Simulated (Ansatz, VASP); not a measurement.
# Two plane-wave programs on Mo

```xyz
1
Lattice="-1.5710 1.5710 1.5710 1.5710 -1.5710 1.5710 1.5710 1.5710 -1.5710" Properties=species:S:1:pos:R:3 pbc="T T T"
Mo    0.0000    0.0000    0.0000
```

Alike in both runs: task electric field gradients; functional PBE; k mesh 16 × 16 × 16; occupations fermi-dirac, width 0.05 eV; non-collinear spin, spin-orbit coupling.

```csv
,VASP,Ansatz
version,VASP 6.6.1,Ansatz 0.2.0
potentials or method,"VASP PAW PBE potentials, release 64 (Mo_sv)","PAW with Ansatz's default frozen-core files, fully relativistic files with spin-orbit coupling"
plane-wave cutoff (eV),520,420
valence electrons in the cell,14,14
```

|  | VASP | Ansatz | Ansatz less VASP |
| --- | --- | --- | --- |
| pressure (GPa) | 5.3 | 4.8 | -0.54 |

The functional is the same, so the differences come from potentials, cutoffs and numerics.
